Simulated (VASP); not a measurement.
Runs of VASP 6.6.1 on RbSi6. The structure is that of space group Im-3m (No. 229), or close to it. The cells are those of the table. 

| cell | k mesh | smearing | gap on the mesh (eV) | pressure (GPa) |
| --- | --- | --- | --- | --- |
| a = 5.710 Å, angles 109.5°, 7 atoms | 8 × 8 × 8 | gaussian 0.1 eV | none | 7.6 |
| a = 5.892 Å, angles 109.5°, 7 atoms | 8 × 8 × 8 | gaussian 0.1 eV | none | 0.0 |
| a = 5.772 Å, angles 109.5°, 7 atoms | 8 × 8 × 8 | gaussian 0.1 eV | none | (a) |
| a = 5.892 Å, angles 109.5°, 7 atoms | 4 × 4 × 4 | gaussian 0.2 eV | none | 0.0 |
| a = 6.082 Å, angles 109.5°, 7 atoms | 8 × 8 × 8 | gaussian 0.1 eV | none | -5.1 |
| a = 5.646 Å, angles 109.5°, 7 atoms | 8 × 8 × 8 | gaussian 0.1 eV | none | 11.1 |
| a = 5.880 Å, angles 109.5°, 7 atoms | 4 × 4 × 4 | gaussian 0.1 eV | none | (b) |
| a = 5.833 Å, angles 109.5°, 7 atoms | 8 × 8 × 8 | gaussian 0.1 eV | none | 2.1 |

Alike in all rows: task single point; level PBE; potentials or basis VASP PAW PBE potentials, release 64 (Rb_sv, Si); no spin polarisation; cutoff (eV) 520.

Problem. Estimate the missing entries.

Solution. (a) 4.6; (b) 0.4.

A k mesh can miss the band edges, and the runs leave out spin-orbit coupling on Rb.

A gap of «none» marks levels without a gap at the run's occupations.
